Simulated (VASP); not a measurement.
Set up this calculation in VASP 6.6.1, as the native input.

* Task: single point
* Functional: PBEsol
* Potentials or basis: VASP PAW PBE potentials, release 64 (Ba_sv)
* Cutoff: 520 eV
* k mesh: 8 × 8 × 7
* Occupations: fermi-dirac, width 0.1 eV
* Spin: no spin polarisation
* Dipole correction: no
* Further INCAR settings: ALGO = Normal; EDIFF = 1e-06; NBANDS = 11

The structure of Ba lies in POSCAR:

```
Ba
1.0
    4.3401682653      0.0000000000      0.0000000000
   -2.1700841326      3.7586959689      0.0000000000
    0.0000000000      0.0000000000      3.9393306997
Ba
1
Direct
    0.0000000000      0.0000000000      0.0000000000
```

One way to write it, as run:

INCAR

```
SYSTEM = Ba
PREC = Accurate
ENCUT = 520
EDIFF = 1E-6
ISMEAR = -1
SIGMA = 0.1
LREAL = .False.
LASPH = .True.
NELM = 60
ALGO = Normal
ISIF = 2
LWAVE = .False.
LCHARG = .True.
GGA = PS
LELF = .True.
LVHAR = .True.
NBANDS = 11
```

KPOINTS

```
Automatic mesh
0
Gamma
  8 8 7
  0 0 0
```

Potentials or basis: VASP PAW PBE potentials, release 64 (Ba_sv).

Launch:

```sh
$ cat potpaw_PBE.64/Ba_sv/POTCAR > POTCAR
$ mpirun -np 1 vasp_std > vasp.out
```

Results of the run:

```json
{
 "Pressure": "-0.8 GPa",
 "Band gap on the k mesh": "zero (band 5 reaches 1.56 eV, above the bottom of band 6 at 1.24 eV)"
}
```

Caveat: the PAW data sets were made with another functional, which shifts forces and pressure a little; spin-orbit coupling is left out, which moves the levels of the heavy elements.

It took 18 s on 1 thread of AMD EPYC 7R43 64-Core Processor (Zen 3), on a shared host, peak memory 0.15 GiB.
